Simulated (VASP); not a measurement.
Mg2B (CdCl2 type), 3 atoms in the cell. The typed cell holds 3 atoms: a = 4.073 Å, b = 4.073 Å, c = 4.073 Å, α = 59.98°, β = 59.98°, γ = 59.98°. 

- Program: VASP 6.6.1
- Task: electric field gradients
- Functional: PBEsol
- Potentials or basis: VASP PAW PBE potentials, release 64 (B, Mg)
- Cutoff: 520 eV
- k mesh: 13 × 13 × 13
- Occupations: fermi-dirac, width 0.05 eV
- Spin: no spin polarisation
- Dipole correction: no
- Further INCAR settings: ALGO = Normal; EDIFF = 1e-08; NBANDS = 10

Potentials or basis: VASP PAW PBE potentials, release 64 (B, Mg).

Run with:

```sh
$ cat potpaw_PBE.64/B/POTCAR potpaw_PBE.64/Mg/POTCAR > POTCAR
$ mpirun -np 1 vasp_std > vasp.out
```

Hardware: 1 thread of Intel Xeon 8259CL (shared host).

Q: Estimate the wall time of this run.

A: Run time: 2.8 min on 1 thread of Intel Xeon 8259CL, on a shared host, peak memory 0.26 GiB. Counts: scf iterations 14, k points 231.
